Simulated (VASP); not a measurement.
Write the native input for VASP 6.6.1 that does the following.

* Task: relaxation of cell and atoms
* Functional: PBEsol
* Potentials or basis: VASP PAW PBE potentials, release 64 (Pb_d, C)
* Cutoff: 600 eV
* k mesh: 10 × 10 × 10
* Occupations: gaussian, width 0.02 eV
* Spin: no spin polarisation
* Dipole correction: no
* Further INCAR settings: ALGO = Normal; EDIFF = 1e-06; IBRION = 2; EDIFFG = -0.005; NSW = 100; ISIF = 3

The structure of PbC2 lies in POSCAR:

```
PbC2
1.0
   -2.0198241606      2.0198241606      3.3326658333
    2.0198241606     -2.0198241606      3.3326658333
    2.0198241606      2.0198241606     -3.3326658333
Pb C
1 2
Direct
    0.0000000000      0.0000000000      0.0000000000
    0.5951145270      0.5951145270      0.0000000000
    0.4048854730      0.4048854730      0.0000000000
```

The input as run:

INCAR

```
SYSTEM = PbC2
ALGO = Normal ; EDIFF = 1E-6
EDIFFG = -0.005 ; ENCUT = 600
GGA = PS ; IBRION = 2
ISIF = 3 ; ISMEAR = 0
LASPH = .TRUE. ; LCHARG = .FALSE.
LREAL = .FALSE. ; LWAVE = .FALSE.
NELM = 100 ; NSW = 100
PREC = Accurate ; SIGMA = 0.02
```

KPOINTS

```
k-points
0
G
  10 10 10
  0 0 0
```

Potentials or basis: VASP PAW PBE potentials, release 64 (Pb_d, C).

Run with:

```console
$ cat potpaw_PBE.64/Pb_d/POTCAR potpaw_PBE.64/C/POTCAR > POTCAR
$ mpirun -np 1 vasp_std > vasp.out
```

It gave:

```
Relaxed volume                        : 18.21 Å³/atom
Relaxed cell                          : a = 4.395 Å, b = 4.395 Å, c = 4.395 Å, α = 125.19°, β = 125.19°, γ = 81.22°
Space group after relaxing (to 0.1 Å) : I4/mmm (No. 139)
Energy gained by relaxing             : 0.1 meV/atom
Ionic steps                           : 24
Pressure after relaxing               : 0.0 GPa
Band gap on the k mesh                : 1.67 eV (least direct gap 2.34 eV)
```

Caveat: the PAW data sets were made with another functional, which shifts forces and pressure a little; spin-orbit coupling is left out, which moves the levels of the heavy elements.

Wall time 7.4 min on 1 thread of AMD EPYC 9R45 (Zen 5) (shared host), peak memory 0.24 GiB.
